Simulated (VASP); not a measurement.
A run of VASP 6.6.1 is set up as follows.

The input INCAR:

```
PREC = Accurate
ENCUT = 520
EDIFF = 1E-6
ISMEAR = -1
SIGMA = 0.05
LREAL = F
LASPH = T
NELM = 150
ALGO = Normal
ISIF = 2
LWAVE = F
LCHARG = T
ISPIN = 2
MAGMOM = 0 3
LORBIT = 11
LMAXMIX = 4
GGA = RE
LELF = T
LVHAR = T
NBANDS = 20
```

Contents of KPOINTS:

```
regular mesh
0
Gamma
  10 10 7
```

File POSCAR:

```
FePt
1.0
    2.7532933889      0.0000000000      0.0000000000
    0.0000000000      2.7532933889      0.0000000000
    0.0000000000      0.0000000000      3.7671725986
Pt Fe
1 1
Direct
    0.5000000000      0.5000000000      0.5000000000
    0.0000000000      0.0000000000      0.0000000000
```

Potentials or basis: VASP PAW PBE potentials, release 64 (Pt, Fe).

Launch:

```bash
$ cat potpaw_PBE.64/Pt/POTCAR potpaw_PBE.64/Fe/POTCAR > POTCAR
$ mpirun -np 1 vasp_std > vasp.out
```

Q: Predict the site moments.

A: Pt +0.34; Fe +3.00 μB.

Q: What does it give for the pressure?

A: -0.5 GPa.

Q: What does it give for the net moment?

A: 3.36 μB per cell.

Stress tensor (GPa, compression positive):
```
-0.48  0.00  0.00
 0.00 -0.48  0.00
 0.00  0.00 -0.38
```

Caveat: the PAW data sets were made with another functional, which shifts forces and pressure a little.
